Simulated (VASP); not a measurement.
Set up this calculation in VASP 6.6.1, as the native input.

```yaml
Task: single point
Functional: PBE
Dispersion: D3(BJ)
Potentials_or_basis: VASP PAW PBE potentials, release 64 (Tl_d)
Cutoff: 520 eV
k_mesh: 18 × 18 × 18
Occupations: gaussian, width 0.15 eV
Spin: no spin polarisation
Dipole_correction: no
Further_INCAR_settings: ALGO = Fast; EDIFF = 1e-06; NBANDS = 12
```

The structure of Tl lies in POSCAR:

```
Tl
1.0
    0.0000000000      2.5001309282      2.4001256911
    2.5001309282      0.0000000000      2.4001256911
    2.5001309282      2.5001309282      0.0000000000
Tl
1
Direct
    0.0000000000      0.0000000000      0.0000000000
```

This cell differs from its parent crystal: ratio of the length along z to the lengths across it x 0.96, volume and fractional coordinates fixed.

One way to write it, as run:

INCAR

```
ALGO = Fast
EDIFF = 1E-6
ENCUT = 520
GGA = PE
ISIF = 2
ISMEAR = 0
IVDW = 12
LASPH = T
LCHARG = F
LREAL = F
LWAVE = F
NBANDS = 12
NELM = 60
PREC = Accurate
SIGMA = 0.15
```

KPOINTS

```
k-points
0
Gamma
  18 18 18
```

Potentials or basis: VASP PAW PBE potentials, release 64 (Tl_d).

The run is started by

```sh
$ cat potpaw_PBE.64/Tl_d/POTCAR > POTCAR
$ mpirun -np 1 vasp_std > vasp.out
```

It gave:

The pressure is -0.8 GPa and the dispersion energy per atom is -0.326 eV.

Caveat: pairwise dispersion overbinds metals, which lowers pressure and volume.

It took 58 s on 1 thread of Intel(R) Xeon(R) 6975P-C (Granite Rapids), on a shared host, peak memory 0.29 GiB.
